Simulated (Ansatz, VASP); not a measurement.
**One calculation of Au, two programs**

The input POSCAR:

```
Au
1.0
    1.4206566610     -2.5728602271      0.0000000000
    1.4206566610      2.5728602271      0.0000000000
    0.0000000000      0.0000000000      4.9255756512
Au
2
Direct
    0.3346720300      0.6653279700      0.2500000000
    0.6653279700      0.3346720300      0.7500000000
```

INCAR.step1

```
  ALGO = Normal
  EDIFF = 1E-4
  ENCUT = 520
  GGA = PE
  ISMEAR = -1
  LASPH = True
  LCHARG = False
  LREAL = False
  LWAVE = True
  NBANDS = 18
  NELM = 80
  PREC = Accurate
  SIGMA = 0.05
```

The input INCAR.step2:

```
  ALGO = Normal
  EDIFF = 1E-7
  ENCUT = 520
  ISIF = 2
  ISMEAR = -1
  ISTART = 1
  LASPH = True
  LCHARG = True
  LELF = True
  LMIXTAU = True
  LREAL = False
  LVHAR = True
  LWAVE = False
  METAGGA = R2SCAN
  NBANDS = 18
  NELM = 80
  PREC = Accurate
  SIGMA = 0.05
```

File KPOINTS:

```
k-points
0
Gamma
  11 11 6
```

The input input.yaml:

```yaml
crystal:
  lattice:
    - [1.420656661, -2.5728602271, 0.0]
    - [1.420656661, 2.5728602271, 0.0]
    - [0.0, 0.0, 4.9255756512]
  atoms:
    - { symbol: Au, position: [0.33467203, 0.66532797, 0.25] }
    - { symbol: Au, position: [0.66532797, 0.33467203, 0.75] }
hamiltonian:
  xc: r2scan
  pseudopotentials: { kind: paw }
kpoints:
  mp_grid: { grid: [11, 11, 6] }
scf:
  occupations: { method: fermi_dirac, width: 0.05 }
output:
  forces: true
  stress: true
  eigenvalues: true
```

Alike in both runs: task single point; functional r2SCAN; k mesh 11 × 11 × 6; occupations fermi-dirac, width 0.05 eV; no spin polarisation.

```csv
,VASP,Ansatz
version,VASP 6.6.1,Ansatz 0.2.0
potentials or method,"VASP PAW PBE potentials, release 64 (Au)",Ansatz PAW
plane-wave cutoff (eV),520,500
valence electrons in the cell,22,38
```

|  | VASP | Ansatz | Ansatz less VASP |
| --- | --- | --- | --- |
| gap on the k mesh at the Fermi level (eV) | none | none | - |
| pressure (GPa) | -2.9 | -3.2 | -0.21 |
| traceless stress, the component that is largest in VASP (GPa) | 2.29 | 2.23 | -0.057 |
| rms of the force components (eV/Å) | 0.004 | 0.003 | -0.0002 |

VASP's potentials were made for PBE, not for r2SCAN. Atom by atom the forces differ by 0.000 eV/Å (rms over components). A gap of «none» marks a metal or a gap that the smearing closes. VASP's potentials hold 22 valence electrons a cell and Ansatz's 38, so a difference there can come from the potentials and not from the codes.

Spin-orbit coupling is off throughout.
